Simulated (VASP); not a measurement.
# Hf4H3: single point with PBE

Crystal: Hf4H3.

```
Hf H
1.0
     3.23148    0.00000    0.00000
    -1.61574    2.79854    0.00000
     0.00000    0.00000   10.81700
Hf H
4 3
Direct
  0.00000 0.00000 0.98186
  0.33333 0.66667 0.25413
  0.66667 0.33333 0.51314
  0.33333 0.66667 0.74655
  0.33333 0.66667 0.06400
  0.00000 0.00000 0.18148
  0.66667 0.33333 0.32134
```

```
Program             : VASP 6.6.1
Task                : single point
Functional          : PBE
Potentials or basis : VASP PAW PBE potentials, release 64 (Hf_pv, H)
Cutoff              : 520 eV
k mesh              : 6 × 6 × 2
Occupations         : gaussian, width 0.2 eV
Spin                : no spin polarisation
```

| Property | Result |
| --- | --- |
| Pressure | -0.7 GPa |
| Largest force | 0.048 eV/Å |

Forces in eV/Å, atoms in the order of the input:
```
Hf   0.000  0.000  0.048
Hf   0.000  0.000 -0.011
Hf   0.000  0.000 -0.027
Hf   0.000  0.000 -0.029
H    0.000  0.000  0.022
H    0.000  0.000 -0.012
H    0.000  0.000  0.009
```

Stress tensor (GPa, compression positive):
```
-0.85  0.00  0.00
 0.00 -0.85  0.00
 0.00  0.00 -0.48
```

Levels at points of the mesh, in eV from the Fermi level:
```csv
k point,band 17,band 18,band 19,band 20,band 21,band 22,band 23,band 24,band 25,band 26
"(0.00, 0.00, 0.00)",-3.73,-1.46,0.17,0.34,0.34,0.93,0.93,1.09,1.45,1.45
"(0.50, 0.00, 0.00)",-2.71,-2.29,-1.73,-1.54,-0.83,0.13,0.84,1.10,1.24,2.30
"(0.00, 0.00, 0.50)",-3.61,-1.36,0.11,0.36,0.36,0.76,0.98,0.98,1.37,1.37
"(0.50, 0.00, 0.50)",-2.98,-2.59,-1.79,-1.24,-0.57,0.08,0.98,1.17,1.18,1.31
```

Run time: 82 s on 1 thread of Oxide Virtual Turin-like Processor (shared host), peak memory 0.18 GiB.

Caveat: the k points lie up to 0.37 Å⁻¹ apart; spin-orbit coupling is left out, which moves the levels of the heavy elements.
